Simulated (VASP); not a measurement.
# CdGa (Fm-3m) in VASP: further runs, part 2 of 2

VASP 6.6.1.

**3. Single point, r2SCAN**

This run uses another cell than the first one, of 21.04 Å³/atom, 0.929 times its volume.

Contents of POSCAR:

```
CdGa
1.0
    0.0000000000      2.7606033588      2.7606033588
    2.7606033588      0.0000000000      2.7606033588
    2.7606033588      2.7606033588      0.0000000000
Cd Ga
1 1
Direct
    0.0000000000      0.0000000000      0.0000000000
    0.5000000000      0.5000000000      0.5000000000
```

Contents of INCAR.step1:

```
  ALGO = Normal
  EDIFF = 1E-4
  ENCUT = 520
  GGA = PE
  ISMEAR = 0
  LASPH = True
  LCHARG = False
  LREAL = False
  LWAVE = True
  NBANDS = 20
  NELM = 100
  PREC = Accurate
  SIGMA = 0.1
```

Contents of INCAR.step2:

```
  ALGO = Normal
  EDIFF = 1E-6
  ENCUT = 520
  ISIF = 2
  ISMEAR = 0
  ISTART = 1
  LASPH = True
  LCHARG = False
  LMIXTAU = True
  LREAL = False
  LWAVE = False
  METAGGA = R2SCAN
  NBANDS = 20
  NELM = 100
  PREC = Accurate
  SIGMA = 0.1
```

Contents of KPOINTS:

```
k-points
0
Gamma
  6 6 6
```

Potentials or basis: VASP PAW PBE potentials, release 64 (Cd, Ga_d).

On the command line:

```bash
cat potpaw_PBE.64/Cd/POTCAR potpaw_PBE.64/Ga_d/POTCAR > POTCAR
cp INCAR.step1 INCAR
mpirun -np 1 vasp_std > vasp.out
cp INCAR.step2 INCAR
mpirun -np 1 vasp_std > vasp.out
```

Wall time 74 s (1 thread of Intel Xeon Platinum 8259CL at 2.50GHz (Skylake/Cascade Lake), shared host); peak memory 0.18 GiB.

It converged, with:

```
Free energy : -31.0886 eV
Pressure    : 4.0 GPa
```

Levels at points of the mesh, in eV from the Fermi level:
```csv
k point,band 8,band 9,band 10,band 11,band 12,band 13,band 14,band 15,band 16,band 17
"(0.00, 0.00, 0.00)",-9.07,-9.07,-9.04,-9.04,3.64,3.64,3.64,6.93,9.89,9.89
"(0.50, 0.00, 0.00)",-9.25,-8.91,-8.91,-6.68,-4.82,4.49,4.49,5.88,5.88,5.97
"(0.50, 0.50, 0.00)",-8.95,-8.84,-8.84,-4.44,-3.45,0.20,0.20,1.13,5.85,14.96
```

Caveat: the PAW data sets were made with another functional, which shifts forces and pressure a little.

**4. Single point, r2SCAN**

Contents of POSCAR:

```
CdGa
1.0
    0.0000000000      2.8295111719      2.8295111719
    2.8295111719      0.0000000000      2.8295111719
    2.8295111719      2.8295111719      0.0000000000
Cd Ga
1 1
Direct
    0.0000000000      0.0000000000      0.0000000000
    0.5000000000      0.5000000000      0.5000000000
```

Contents of INCAR.step1:

```
SYSTEM = CdGa
  ALGO = Normal
  EDIFF = 1E-4
  ENCUT = 520
  GGA = PE
  ISMEAR = 0
  LASPH = .True.
  LCHARG = .False.
  LREAL = .False.
  LWAVE = .True.
  NBANDS = 20
  NELM = 100
  PREC = Accurate
  SIGMA = 0.1
```

Contents of INCAR.step2:

```
SYSTEM = CdGa
  ALGO = Normal
  EDIFF = 1E-6
  ENCUT = 520
  ISIF = 2
  ISMEAR = 0
  ISTART = 1
  LASPH = .True.
  LCHARG = .False.
  LMIXTAU = .True.
  LREAL = .False.
  LWAVE = .False.
  METAGGA = R2SCAN
  NBANDS = 20
  NELM = 100
  PREC = Accurate
  SIGMA = 0.1
```

Contents of KPOINTS:

```
k-points
0
Gamma
  18 18 18
  0 0 0
```

On the command line:

```bash
cat potpaw_PBE.64/Cd/POTCAR potpaw_PBE.64/Ga_d/POTCAR > POTCAR
cp INCAR.step1 INCAR
mpirun -np 1 vasp_std > vasp.out
cp INCAR.step2 INCAR
mpirun -np 1 vasp_std > vasp.out
```

It took 16 min on 1 thread of Intel Xeon Platinum 8259CL at 2.50GHz (Skylake/Cascade Lake), shared host; peak memory 0.3 GiB.

Results (log left out):

* Free energy: -31.0797 eV
* Pressure: 0.2 GPa

Levels at points of the mesh, in eV from the Fermi level:
| k point | band 8 | band 9 | band 10 | band 11 | band 12 | band 13 | band 14 | band 15 | band 16 | band 17 |
| --- | --- | --- | --- | --- | --- | --- | --- | --- | --- | --- |
| (0.00, 0.00, 0.00) | -9.13 | -9.13 | -9.12 | -9.12 | 3.25 | 3.25 | 3.25 | 5.80 | 9.37 | 9.37 |
| (0.50, 0.00, 0.00) | -9.26 | -9.00 | -9.00 | -6.64 | -4.78 | 4.01 | 4.01 | 5.46 | 5.46 | 5.47 |
| (0.50, 0.50, 0.00) | -9.04 | -8.94 | -8.94 | -4.69 | -3.31 | 0.08 | 0.08 | 0.58 | 5.53 | 13.91 |

Caveat: the PAW data sets were made with another functional, which shifts forces and pressure a little.

**5. Single point, r2SCAN**

POSCAR is that of step 4.

Contents of INCAR.step1:

```
SYSTEM = CdGa
ALGO = Normal
EDIFF = 1E-4
ENCUT = 520
GGA = PE
ISMEAR = 0
LASPH = .TRUE.
LCHARG = .FALSE.
LREAL = .FALSE.
LWAVE = .TRUE.
NBANDS = 20
NELM = 100
PREC = Accurate
SIGMA = 0.1
```

Contents of INCAR.step2:

```
SYSTEM = CdGa
ALGO = Normal
EDIFF = 1E-7
ENCUT = 520
ISIF = 2
ISMEAR = 0
ISTART = 1
LASPH = .TRUE.
LCHARG = .TRUE.
LELF = .TRUE.
LMIXTAU = .TRUE.
LREAL = .FALSE.
LVHAR = .TRUE.
LWAVE = .FALSE.
METAGGA = R2SCAN
NBANDS = 20
NELM = 100
PREC = Accurate
SIGMA = 0.1
```

Contents of KPOINTS:

```
k-points
0
G
  18 18 18
  0 0 0
```

Potentials or basis: VASP PAW PBE potentials, release 64 (Cd, Ga_d).

On the command line:

```bash
cat potpaw_PBE.64/Cd/POTCAR potpaw_PBE.64/Ga_d/POTCAR > POTCAR
cp INCAR.step1 INCAR
mpirun -np 1 vasp_std > vasp.out
cp INCAR.step2 INCAR
mpirun -np 1 vasp_std > vasp.out
```

OUTCAR:

```text
SYSTEM = CdGa
   EDIFF = 1E-7
   ENCUT = 520
   ISIF = 2
   ISMEAR = 0
   ISTART = 1
   LASPH = .TRUE.
   LREAL = .FALSE.
   METAGGA = R2SCAN
   NELM = 100
   PREC = Accurate

 ion  position               nearest neighbor table
   1  0.000  0.000  0.000-   2 2.83   2 2.83   2 2.83   2 2.83   2 2.83   2 2.83
   2  0.500  0.500  0.500-   1 2.83   1 2.83   1 2.83   1 2.83   1 2.83   1 2.83

  LATTYP: Found a face centered cubic cell.
 ALAT       =     5.6590223438

  Lattice vectors:

 A1 = (   0.0000000000,   2.8295111719,   2.8295111719)
 A2 = (   2.8295111719,   0.0000000000,   2.8295111719)
 A3 = (   2.8295111719,   2.8295111719,   0.0000000000)

Analysis of symmetry for initial positions (statically):
=====================================================================
 Subroutine PRICEL returns:
 Original cell was already a primitive cell.

 Routine SETGRP: Setting up the symmetry group for a
 face centered cubic supercell.

 Subroutine GETGRP returns: Found 48 space group operations
 (whereof 48 operations were pure point group operations)
 out of a pool of 48 trial point group operations.

The static configuration has the point symmetry O_h .

[... 155 lines left out ...]
  ext. energy  EPLUGINS =         0.00000000
  ---------------------------------------------------
  free energy    TOTEN  =       -31.07974759 eV

  energy without entropy =      -31.07388373  energy(sigma->0) =      -31.07681566

 E-fermi :   3.0626     XC(G=0): -11.1865

 val. band max:        3.0435598900   @ k =  -0.3889   0.3333   0.1667
 cond. band min:       3.0632806864   @ k =   0.2778   0.1667   0.0556
 fundamental gap:      0.0197207965
 Fermi energy:         3.0625732611

 k-point     1 :       0.0000    0.0000    0.0000
  band No.  band energies     occupation
      1     -12.4163      2.00000
      2     -12.4163      2.00000
      3     -12.3688      2.00000
      4     -12.3688      2.00000
      5     -12.3688      2.00000
      6      -6.6356      2.00000
[... 541 lines left out ...]
     19      13.2638      0.00000
     20      13.6661      0.00000

 [... further k-points ...]
[... 5 lines left out ...]
  --------------------------------------------------------------------------------------
  -------------------------------------------------------------------------------------
  Total        0.0614972      0.0614972      0.0614972     -0.0000000      0.0000000      0.0000000
  in kB        2.1747132      2.1747132      2.1747132     -0.0000000      0.0000000      0.0000000
  external PRESSURE =       2.1747132 kB  Pullay stress =       0.0000000 kB

 VOLUME and BASIS-vectors are now :
 -----------------------------------------------------------------------------
  energy-cutoff  :      520.00
  volume of cell :       45.31
      direct lattice vectors                 reciprocal lattice vectors
     0.000000000  2.829511172  2.829511172    -0.176708968  0.176708968  0.176708968
     2.829511172  0.000000000  2.829511172     0.176708968 -0.176708968  0.176708968
     2.829511172  2.829511172  0.000000000     0.176708968  0.176708968 -0.176708968

 POSITION                                       TOTAL-FORCE (eV/Angst)
 -----------------------------------------------------------------------------------
      0.00000      0.00000      0.00000        -0.000000     -0.000000      0.000000
      2.82951      2.82951      2.82951         0.000000      0.000000     -0.000000
 -----------------------------------------------------------------------------------
    total drift:                                0.000000      0.000000      0.000000

  FREE ENERGIE OF THE ION-ELECTRON SYSTEM (eV)
  ---------------------------------------------------
  free  energy   TOTEN  =       -31.0797475880 eV

  energy  without entropy=      -31.0738837347  energy(sigma->0) =      -31.07681566
```

It took 16 min on 1 thread of Intel Xeon Platinum 8259CL at 2.50GHz (Skylake/Cascade Lake), shared host; peak memory 0.3 GiB.

Results:

| Quantity | Value |
| --- | --- |
| Free energy | -31.0797 eV |
| Pressure | 0.2 GPa |

Levels at points of the mesh, in eV from the Fermi level:
```csv
k point,band 10,band 11,band 12,band 13,band 14,band 15
"(0.00, 0.00, 0.00)",-9.12,-9.12,3.25,3.25,3.25,5.79
"(0.50, 0.00, 0.00)",-9.00,-6.64,-4.78,4.01,4.01,5.46
"(0.50, 0.50, 0.00)",-8.94,-4.69,-3.31,0.08,0.08,0.58
```

Caveat: the PAW data sets were made with another functional, which shifts forces and pressure a little.
